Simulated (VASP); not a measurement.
A run of VASP 6.6.1:

INCAR

```
ALGO = Normal
EDIFF = 1E-7
ENCUT = 520
GGA = PS
ISIF = 2
ISMEAR = 0
LASPH = True
LCHARG = False
LREAL = False
LWAVE = False
NBANDS = 28
NELM = 100
PREC = Accurate
SIGMA = 0.01
```

Contents of KPOINTS:

```
k-points
0
Gamma
  3 3 3
```

POSCAR

```
KCaCl3
1.0
    5.3935230000      0.0000000000      0.0000000000
    0.0000000000      5.3935230000      0.0000000000
    0.0000000000      0.0000000000      5.3935230000
K Ca Cl
1 1 3
Direct
    0.0000000000      0.0000000000      0.0000000000
    0.5000000000      0.5000000000      0.5000000000
    0.0000000000      0.5000000000      0.5000000000
    0.5000000000      0.0000000000      0.5000000000
    0.5000000000      0.5000000000      0.0000000000
```

Potentials or basis: VASP PAW PBE potentials, release 64 (K_sv, Ca_sv, Cl).

Launch:

```sh
$ cat potpaw_PBE.64/K_sv/POTCAR potpaw_PBE.64/Ca_sv/POTCAR potpaw_PBE.64/Cl/POTCAR > POTCAR
$ mpirun -np 1 vasp_std > vasp.out
```

Hardware: 1 thread of Intel Xeon 8259CL, on a shared host.

**Question.** Estimate the wall time of this run.

**Answer.** Run time: 44 s on 1 thread of Intel Xeon 8259CL, with other jobs on the host, peak memory 0.21 GiB. Counts: scf iterations 15, k points 4.
